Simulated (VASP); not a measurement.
Set up this calculation in VASP 6.6.1, as the native input.

* Task: single point
* Functional: PBE
* Potentials or basis: VASP PAW PBE potentials, release 64 (In_d, Se)
* Cutoff: 400 eV
* k mesh: 9 × 9 × 1
* Occupations: fermi-dirac, width 0.02 eV
* Spin: no spin polarisation
* Dipole correction: no
* Further INCAR settings: ALGO = Normal; EDIFF = 1e-06; NBANDS = 16; NELMDL = -8

The structure of InSe (InSe monolayer) lies in POSCAR:

```
InSe
1.0
    4.0500000000      0.0000000000      0.0000000000
   -2.0250000000      3.5074028853      0.0000000000
    0.0000000000      0.0000000000     15.9311500000
In Se
1 1
Direct
    0.3333333300      0.6666666700      0.4707758100
    0.6666666700      0.3333333300      0.5298518911
```

These files were run (other wordings do the same):

INCAR

```
ALGO = Normal
EDIFF = 1E-6
ENCUT = 400
GGA = PE
GGA_COMPAT = False
ISIF = 2
ISMEAR = -1
LASPH = True
LCHARG = True
LELF = True
LREAL = False
LVHAR = True
LWAVE = False
NBANDS = 16
NELM = 120
NELMDL = -8
PREC = Accurate
SIGMA = 0.02
```

KPOINTS

```
k-points
0
Gamma
  9 9 1
```

Potentials or basis: VASP PAW PBE potentials, release 64 (In_d, Se).

Command:

```sh
$ cat potpaw_PBE.64/In_d/POTCAR potpaw_PBE.64/Se/POTCAR > POTCAR
$ mpirun -np 1 vasp_std > vasp.out
```

Results of the run:

```json
{
  "Largest force": "1.860 eV/Å"
}
```

Wall time 32 s on 1 thread of Intel(R) Xeon(R) Platinum 8488C (Sapphire Rapids) (shared host), peak memory 0.27 GiB.
